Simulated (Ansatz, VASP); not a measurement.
# Ni in VASP and in Ansatz

```
Ni
1.0
     0.00000    1.72796    1.72796
     1.72796    0.00000    1.72796
     1.72796    1.72796    0.00000
Ni
1
Direct
  0.00000 0.00000 0.00000
```

Alike in both runs: task single point; functional RPBE; k mesh 25 × 25 × 25; occupations fermi-dirac, width 0.05 eV; collinear spin.

|  | VASP | Ansatz |
| --- | --- | --- |
| version | VASP 6.6.1 | Ansatz 0.2.0 |
| potentials or method | VASP PAW PBE potentials, release 64 (Ni), cutoff 520 eV | plane waves (420 eV) with PAW, scalar-relativistic |
| valence electrons in the cell | 10 | 18 |

|  | VASP | Ansatz | Ansatz less VASP |
| --- | --- | --- | --- |
| pressure (GPa) | 18.3 | 18.2 | -0.02 |
| net moment per atom (μB) | 0.61 | 0.63 | +0.011 |
| size of the moment on the site where the two differ most (μB) | 0.62 | 0.67 | +0.042 |

VASP's potentials were made for PBE, not for RPBE. Site moments also hang on the region over which each program counts them. VASP's potentials hold 10 valence electrons a cell and Ansatz's 18, so a difference there can come from the potentials and not from the codes.
